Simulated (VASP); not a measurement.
**Ba: single point with PBEsol**

Ba:

```
CELL_PARAMETERS angstrom
7.78743 0.00000 0.00000
0.00000 7.78743 0.00000
0.00000 0.00000 7.78743
ATOMIC_POSITIONS crystal
Ba 0.50000 0.50000 0.50000
Ba 0.00000 0.00000 0.00000
Ba 0.25000 0.00000 0.50000
Ba 0.50000 0.25000 0.00000
Ba 0.50000 0.75000 0.00000
Ba 0.75000 0.00000 0.50000
Ba 0.00000 0.50000 0.75000
Ba 0.00000 0.50000 0.25000
```

* Program: VASP 6.6.1
* Task: single point
* Functional: PBEsol
* Potentials or basis: VASP PAW PBE potentials, release 64 (Ba_sv)
* Cutoff: 520 eV
* k mesh: 6 × 6 × 6
* Occupations: gaussian, width 0.1 eV
* Spin: no spin polarisation
* Dipole correction: no
* Further INCAR settings: ALGO = Fast; EDIFF = 1e-06; NBANDS = 50

* Pressure: 0.1 GPa
* Band gap on the k mesh: zero (bands 40 and 41 overlap by 0.12 eV)

Levels at points of the mesh, in eV from the Fermi level:
```csv
k point,band 38,band 39,band 40,band 41,band 42,band 43
"(0.00, 0.00, 0.00)",-0.26,-0.26,0.05,0.05,0.05,0.25
"(0.50, 0.00, 0.00)",-0.51,-0.09,-0.09,0.15,0.15,0.21
"(0.50, 0.50, 0.00)",-0.65,-0.65,-0.08,0.23,0.23,0.39
"(0.50, 0.50, 0.50)",-0.92,-0.81,-0.81,0.25,0.25,0.25
```

Wall time 11 min on 1 thread of Intel(R) Xeon(R) 6975P-C (Granite Rapids), with other jobs on the host, peak memory 0.67 GiB.

Caveat: the PAW data sets were made with another functional, which shifts forces and pressure a little; spin-orbit coupling is left out, which moves the levels of the heavy elements.
